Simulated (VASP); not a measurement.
A run of VASP 6.6.1 is set up as follows.

File POSCAR:

```
Co
1.0
    2.4575622994      0.0000000000      0.0000000000
   -1.2287811497      2.1283113827      0.0000000000
    0.0000000000      0.0000000000      3.9663595200
Co
2
Direct
    0.3333333333      0.6666666667      0.7500000000
    0.6666666667      0.3333333333      0.2500000000
```

File INCAR.step1:

```
PREC = Accurate
ENCUT = 520
EDIFF = 1E-7
ISMEAR = 0
SIGMA = 0.05
LREAL = False
LASPH = True
NELM = 150
ALGO = Normal
ISIF = 2
LWAVE = False
LCHARG = True
ISPIN = 2
MAGMOM = 1.81 1.81
LMAXMIX = 4
GGA = PS
NBANDS = 20
```

The input KPOINTS.step1:

```
regular mesh
0
Gamma
  20 20 10
```

File INCAR.step2:

```
PREC = Accurate
ENCUT = 520
EDIFF = 1E-7
ISMEAR = -5
SIGMA = 0.05
LREAL = False
LASPH = True
NELM = 150
ALGO = Normal
ISIF = 2
LWAVE = False
LCHARG = False
ISPIN = 2
MAGMOM = 1.81 1.81
LORBIT = 10
LMAXMIX = 4
GGA = PS
NBANDS = 20
NEDOS = 2001
ICHARG = 11
```

KPOINTS.step2

```
regular mesh
0
Gamma
  30 30 15
```

Potentials or basis: VASP PAW PBE potentials, release 64 (Co).

Run with:

```console
$ cat potpaw_PBE.64/Co/POTCAR > POTCAR
$ cp INCAR.step1 INCAR
$ cp KPOINTS.step1 KPOINTS
$ mpirun -np 1 vasp_std > vasp.out
$ cp INCAR.step2 INCAR
$ cp KPOINTS.step2 KPOINTS
$ mpirun -np 1 vasp_std > vasp.out
```

(1) Predict the net moment.

(2) Estimate the site moments.

Results:

(1) 3.15 μB per cell.

(2) Co +1.57 μB.
